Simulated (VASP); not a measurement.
Input of a VASP 6.6.1 run:

File INCAR:

```
SYSTEM = Zn3GeO
ALGO     = Fast           ! electronic algorithm
EDIFF    = 1E-7           ! SCF threshold, eV
ENCUT    = 520            ! plane-wave cutoff, eV
GGA      = PS             ! functional
ISIF     = 2              ! what is computed and relaxed
ISMEAR   = -1             ! smearing method
LASPH    = .TRUE.         ! aspherical terms in the spheres
LCHARG   = .FALSE.        ! write CHGCAR
LREAL    = .FALSE.        ! projectors in reciprocal space
LWAVE    = .FALSE.        ! write WAVECAR
NBANDS   = 36             ! bands
NELM     = 100            ! most SCF steps
PREC     = Accurate       ! precision mode
SIGMA    = 0.15           ! smearing width, eV
```

The input KPOINTS:

```
k-points
0
G
  8 8 8
  0 0 0
```

POSCAR

```
Zn3GeO
1.0
    4.1558786382      0.0000000000      0.0000000000
    0.0000000000      4.1558786382      0.0000000000
    0.0000000000      0.0000000000      4.1558786382
Zn Ge O
3 1 1
Direct
    0.5000000000      0.5000000000      0.0000000000
    0.0000000000      0.5000000000      0.5000000000
    0.5000000000      0.0000000000      0.5000000000
    0.0000000000      0.0000000000      0.0000000000
    0.5000000000      0.5000000000      0.5000000000
```

Potentials or basis: VASP PAW PBE potentials, release 64 (Zn, Ge_d, O).

The run is started by

```console
$ cat potpaw_PBE.64/Zn/POTCAR potpaw_PBE.64/Ge_d/POTCAR potpaw_PBE.64/O/POTCAR > POTCAR
$ mpirun -np 1 vasp_std > vasp.out
```

(1) Predict the pressure.

(2) Predict the band gap on the k mesh.

Results:

(1) 0.5 GPa.

(2) zero (bands 28 and 29 overlap by 0.77 eV).

Caveat: the PAW data sets were made with another functional, which shifts forces and pressure a little.
